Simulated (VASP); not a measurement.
# Al: single point with PBE

Al:

```
Al
1.0
     0.00000    2.04485    2.04485
     2.04485    0.00000    2.04485
     2.04485    2.04485    0.00000
Al
1
Direct
  0.00000 0.00000 0.00000
```

```json
{
  "Program": "VASP 6.6.1",
  "Task": "single point",
  "Functional": "PBE",
  "Potentials or basis": "VASP PAW PBE potentials, release 64 (Al)",
  "Cutoff": "520 eV",
  "k mesh": "12 × 12 × 12",
  "Occupations": "fermi-dirac, width 0.05 eV",
  "Spin": "no spin polarisation"
}
```

* Pressure: -2.5 GPa

Levels at points of the mesh, in eV from the Fermi level:
| k point | band 1 | band 2 | band 3 | band 4 | band 5 | band 6 |
| --- | --- | --- | --- | --- | --- | --- |
| (0.00, 0.00, 0.00) | -10.77 | 12.55 | 12.55 | 12.55 | 13.77 | 13.77 |
| (0.50, 0.00, 0.00) | -4.33 | -4.21 | 11.16 | 11.16 | 11.42 | 11.42 |
| (0.50, 0.50, 0.00) | -2.71 | -1.47 | 5.37 | 5.55 | 5.55 | 8.86 |

Wall time 15 s on 1 thread of Intel Xeon 8259CL, on a shared host, peak memory 0.13 GiB.
